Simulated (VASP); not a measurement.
Runs of VASP 6.6.1 on BeS. The structure is that of space group F-43m (No. 216), or close to it. The cells are those of the table. 

```csv
task,level,potentials or basis,spin,cell,k mesh,cutoff (eV),smearing,dipole correction,share of exact exchange,grid for exact exchange (PRECFOCK),screening parameter,gap on the mesh (eV),pressure (GPa)
single point,r2SCAN+D3(BJ),"VASP PAW PBE potentials, release 64 (S, Be)",off,"a = 3.429 Å, angles 60.0°, 2 atoms",9 × 9 × 9,660,fermi-dirac 0.01 eV,no,-,-,-,3.67,-0.1
single point,r2SCAN,"VASP PAW PBE potentials, release 64 (S, Be)",off,"a = 3.429 Å, angles 60.0°, 2 atoms",9 × 9 × 9,660,fermi-dirac 0.1 eV,no,-,-,-,3.67,1.5
single point,"pbe exchange, pbesol correlation","VASP PAW PBE potentials, release 64 (S, Be)",collinear,"a = 3.429 Å, angles 60.0°, 2 atoms",9 × 9 × 9,600,methfessel-paxton 0.01 eV,no,-,-,-,3.28,2.1
electric field gradients,r2SCAN+rVV10,"VASP PAW PBE potentials, release 64 (S, Be)",off,"a = 3.429 Å, angles 60.0°, 2 atoms",9 × 9 × 9,580,methfessel-paxton 0.1 eV,no,-,-,-,3.62,0.9
single point,LDA,"VASP PAW LDA potentials, release 64 (S, Be)",off,"a = 3.359 Å, angles 60.0°, 2 atoms",9 × 9 × 9,520,fermi-dirac 0.05 eV,no,-,-,-,2.87,(a)
single point,HSE06,"VASP PAW PBE potentials, release 64 (S, Be)",off,"a = 3.429 Å, angles 60.0°, 2 atoms",4 × 4 × 4,450,gaussian 0.02 eV,-,0.25,Fast,0.2 1/Å,4.08,0.5
single point,PBEsol,"VASP PAW PBE potentials, release 64 (S, Be)",off,"a = 3.429 Å, angles 60.0°, 2 atoms",9 × 9 × 9,600,gaussian 0.01 eV,no,-,-,-,3.03,-0.5
single point,LDA,"VASP PAW LDA potentials, release 64 (S, Be)",off,"a = 3.383 Å, angles 60.0°, 2 atoms",9 × 9 × 9,520,fermi-dirac 0.05 eV,no,-,-,-,2.92,(c)
single point,PBE0,"VASP PAW PBE potentials, release 64 (S, Be)",off,"a = 3.429 Å, angles 60.0°, 2 atoms",5 × 5 × 5,520,fermi-dirac 0.15 eV,no,0.25,Normal,-,(b),0.1
single point,LDA,"VASP PAW LDA potentials, release 64 (S, Be)",off,"a = 3.406 Å, angles 60.0°, 2 atoms",9 × 9 × 9,520,fermi-dirac 0.05 eV,no,-,-,-,2.96,-1.3
single point,r2SCAN+rVV10,"VASP PAW PBE potentials, release 64 (S, Be)",off,"a = 3.429 Å, angles 60.0°, 2 atoms",9 × 9 × 9,660,fermi-dirac 0.01 eV,no,-,-,-,3.62,0.9
single point,LDA,"VASP PAW LDA potentials, release 64 (S, Be)",off,"a = 3.429 Å, angles 60.0°, 2 atoms",9 × 9 × 9,520,fermi-dirac 0.05 eV,no,-,-,-,3.00,-3.2
```

Problem. Fill in the values left out.

Solution. (a) 3.1; (b) 5.11; (c) 0.8.

Caveats: some runs use coarse meshes; an odd mesh through Γ misses points on the zone boundary, where band edges can lie (at least some runs); the PAW data sets were made with another functional, which shifts forces and pressure a little (at least some runs); the cell stands under pressure (at least some runs); the cell stands under tension (at least some runs).
